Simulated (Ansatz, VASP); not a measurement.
# One calculation of C, two programs

INCAR

```
  PREC = Accurate
  ENCUT = 600
  EDIFF = 1E-6
  ISMEAR = 0
  SIGMA = 0.1
  LREAL = F
  LASPH = T
  NELM = 120
  ALGO = Normal
  ISIF = 2
  LWAVE = F
  LCHARG = T
  GGA = PE
  IVDW = 12
  LELF = T
  LVHAR = T
  NBANDS = 16
  GGA_COMPAT = F
```

File KPOINTS:

```
Automatic mesh
0
Gamma
  27 27 8
```

Contents of POSCAR:

```
C
1.0
    2.4560000000      0.0000000000      0.0000000000
   -1.2280000000      2.1269583917      0.0000000000
    0.0000000000      0.0000000000      6.6960000000
C
4
Direct
    0.0000000000      0.0000000000      0.7500000000
    0.0000000000      0.0000000000      0.2500000000
    0.3333333333      0.6666666667      0.7500000000
    0.6666666667      0.3333333333      0.2500000000
```

Input for Ansatz:

```yaml
crystal:
  lattice:
    - [2.456, 0.0, 0.0]
    - [-1.228, 2.1269583917, 0.0]
    - [0.0, 0.0, 6.696]
  atoms:
    - { symbol: C, position: [0.0, 0.0, 0.75] }
    - { symbol: C, position: [0.0, 0.0, 0.25] }
    - { symbol: C, position: [0.3333333333, 0.6666666667, 0.75] }
    - { symbol: C, position: [0.6666666667, 0.3333333333, 0.25] }
basis:
  ecutwfc: 420
kpoints:
  mp_grid: { grid: [27, 27, 8] }
hamiltonian:
  xc: pbe
  dispersion: d3bj
  pseudopotentials: { kind: paw }
scf:
  occupations: { method: gaussian, width: 0.1 }
output:
  forces: true
  stress: true
  eigenvalues: true
```

Alike in both runs: task single point; functional PBE; dispersion D3(BJ); k mesh 27 × 27 × 8; occupations gaussian, width 0.1 eV; no spin polarisation.

```csv
,VASP,Ansatz
version,VASP 6.6.1,Ansatz 0.2.0
potentials or method,"VASP PAW PBE potentials, release 64 (C), cutoff 600 eV","scalar-relativistic, plane waves, PAW"
valence electrons in the cell,16,16
```

```csv
,VASP,Ansatz,Ansatz less VASP
gap on the k mesh at the Fermi level (eV),none,none,-
pressure (GPa),3.3,3.3,-0.01
"traceless stress, the component that is largest in VASP (GPa)",-3.46,-3.10,+0.352
```

A gap of «none» marks a metal or a gap that the smearing closes.
